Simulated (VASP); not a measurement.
**Ga6N7 (a cell with a defect): single point with PBE**

System: Ga6N7 (a cell with a defect).

```xyz
13
Lattice="0.0000 0.0000 5.2432 4.8276 -2.7872 0.0000 0.0000 5.5744 0.0000" Properties=species:S:1:pos:R:3 pbc="T T T"
Ga    1.6079    0.9283    2.6086
Ga    0.0000    3.7176    2.6085
Ga    3.2195    3.7156    2.6085
Ga    0.0000    1.8173    5.2470
Ga    3.2537    1.8785    5.2470
Ga    1.5738    4.6657    5.2470
N     1.6799    0.9699    4.6456
N     0.0000    3.6345    4.6456
N     3.1476    3.7571    4.6456
N     0.0000    1.9127    1.9362
N     3.1710    1.8308    1.9362
N     1.6565    4.6180    1.9362
N    -0.0001   -0.0002   -1.7718
```

| Quantity | Value |
| --- | --- |
| Program | VASP 6.6.1 |
| Task | single point |
| Functional | PBE |
| Potentials or basis | VASP PAW PBE potentials, release 64 (Ga_d, N) |
| Cutoff | 520 eV |
| k mesh | 3 × 3 × 3 |
| Occupations | gaussian, width 0.02 eV |
| Spin | collinear spin, ferromagnetic start |
| Starting moments | [0.0, 0.0, 0.0, 0.0, 0.0, 0.0, 0.17, 0.17, 0.17, 0.19, 0.19, 0.19, 1.59] μB |
| Dipole correction | no |
| Further INCAR settings | ALGO = Normal; EDIFF = 1e-06; NBANDS = 72 |

The pressure is 11.9 GPa. The largest force is 0.038 eV/Å and the band gap on the k mesh is 0.51 eV. The net moment is 3.00 μB per cell and the site moments are Ga +0.02, +0.04 (each value once); N +0.16, +0.14, +1.29 (each value once) μB. The valence electrons inside the program's atomic spheres are Ga 11.82, 11.86 (each value once); N 3.72, 3.73, 3.58 (each value once).

Forces in eV/Å, atoms in the order of the input:
```
Ga   0.028  0.016 -0.020
Ga   0.000 -0.031 -0.020
Ga  -0.027  0.016 -0.020
Ga   0.000  0.012  0.010
Ga  -0.010 -0.006  0.010
Ga   0.011 -0.006  0.010
N    0.008  0.004  0.008
N    0.000 -0.009  0.008
N   -0.008  0.004  0.008
N    0.000  0.011 -0.007
N   -0.009 -0.005 -0.007
N    0.009 -0.006 -0.007
N    0.000  0.000  0.026
```

Stress tensor (GPa, compression positive):
```
12.07  0.00  0.00
 0.00 12.08  0.00
 0.00  0.00 11.70
```

Levels at points of the mesh, in eV from the valence-band top:
Spin up:
```csv
k point,band 54,band 55,band 56,band 57,band 58,band 59,band 60,band 61,band 62,band 63
"(0.00, 0.00, 0.00)",-0.95,-0.95,-0.22,-0.22,-0.21,1.40,4.25,4.57,6.06,6.54
```
Spin down:
```
           k point  band 51  band 52  band 53  band 54  band 55  band 56  band 57  band 58  band 59  band 60
(0.00, 0.00, 0.00)    -1.61    -1.61    -0.74    -0.65    -0.65     1.10     1.33     1.33     1.59     4.61
```

Run time: 7.9 min on 1 thread of Intel Xeon 8259CL, with other jobs on the host, peak memory 0.37 GiB.

Caveat: the k points lie up to 0.43 Å⁻¹ apart.
